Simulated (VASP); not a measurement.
Al3Ir5, 8 atoms in the cell. Symmetry: Cmmm, No. 65, orthorhombic system. The conventional cell has a = 7.113 Å, b = 7.678 Å, c = 3.775 Å, α = 90.00°, β = 90.00°, γ = 90.00°. Within 3.3 Å of Al (site symmetry m2m) lie 10 Ir at 2.50 to 2.74 Å and 2 Al at 2.69 Å. Al (site symmetry mmm) has 8 Ir at 2.47 to 2.62 Å and 4 Al at 2.69 Å within 3.3 Å. Within 3.4 Å of Ir (site symmetry 2/m) lie 6 Al at 2.59 to 2.62 Å and 6 Ir at 2.62 to 2.70 Å. Ir (site symmetry mmm) has 8 Ir at 2.62 to 2.72 Å and 6 Al at 2.69 to 3.56 Å within 3.6 Å. Ir (site symmetry 2mm) has 6 Al at 2.47 to 2.74 Å and 7 Ir at 2.70 to 3.20 Å within 3.3 Å. 

```yaml
Program: VASP 6.6.1
Task: single point
Functional: r2SCAN
Potentials_or_basis: VASP PAW PBE potentials, release 64 (Al, Ir)
Cutoff: 520 eV
k_mesh: 6 × 6 × 9
Occupations: gaussian, width 0.0658 eV
Spin: no spin polarisation
Dipole_correction: no
Further_INCAR_settings: ALGO = Normal; EDIFF = 1e-06; NBANDS = 37
```

Potentials or basis: VASP PAW PBE potentials, release 64 (Al, Ir).

Launch:

```sh
$ cat potpaw_PBE.64/Al/POTCAR potpaw_PBE.64/Ir/POTCAR > POTCAR
$ cp INCAR.step1 INCAR
$ mpirun -np 1 vasp_std > vasp.out
$ cp INCAR.step2 INCAR
$ mpirun -np 1 vasp_std > vasp.out
```

Hardware: 1 thread of Oxide Virtual Turin-like Processor (shared host).

How long does it take, and how much memory?

It took 24 min on 1 thread of Oxide Virtual Turin-like Processor (shared host), peak memory 0.31 GiB. Counts: k points 65.
